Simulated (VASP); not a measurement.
Wanted: the native input for a VASP 6.6.1 run.

* Task: single point
* Functional: PBE
* Potentials or basis: VASP PAW PBE potentials, release 64 (Cr_pv)
* Cutoff: 520 eV
* k mesh: 20 × 20 × 20
* Occupations: gaussian, width 0.1 eV
* Spin: no spin polarisation
* Dipole correction: no
* Further INCAR settings: ALGO = Normal; EDIFF = 1e-06; NBANDS = 12

The structure of Cr lies in POSCAR:

```
Cr
1.0
   -1.4239150034      1.4239150034      1.4239150034
    1.4239150034     -1.4239150034      1.4239150034
    1.4239150034      1.4239150034     -1.4239150034
Cr
1
Direct
    0.0000000000      0.0000000000      0.0000000000
```

The input as run:

INCAR

```
SYSTEM = Cr
ALGO     = Normal         ! electronic algorithm
EDIFF    = 1E-6           ! SCF threshold, eV
ENCUT    = 520            ! plane-wave cutoff, eV
GGA      = PE             ! functional
ISIF     = 2              ! what is computed and relaxed
ISMEAR   = 0              ! smearing method
LASPH    = .True.         ! aspherical terms in the spheres
LCHARG   = .True.         ! write CHGCAR
LELF     = .True.         ! ELF
LREAL    = .False.        ! projectors in reciprocal space
LVHAR    = .True.       
LWAVE    = .False.        ! write WAVECAR
NBANDS   = 12             ! bands
NELM     = 100            ! most SCF steps
PREC     = Accurate       ! precision mode
SIGMA    = 0.1            ! smearing width, eV
```

KPOINTS

```
k-points
0
Gamma
  20 20 20
  0 0 0
```

Potentials or basis: VASP PAW PBE potentials, release 64 (Cr_pv).

Run with:

```console
$ cat potpaw_PBE.64/Cr_pv/POTCAR > POTCAR
$ mpirun -np 1 vasp_std > vasp.out
```

Results of the run:

- Pressure: -1.1 GPa
- Band gap on the k mesh: zero (band 6 reaches 13.42 eV, above the bottom of band 7 at 10.06 eV)

Caveat: the run has no spin polarisation, though such a crystal can be magnetic.

Run time: 9.4 s on 1 thread of Intel(R) Xeon(R) 6975P-C (Granite Rapids) (shared host), peak memory 0.14 GiB.
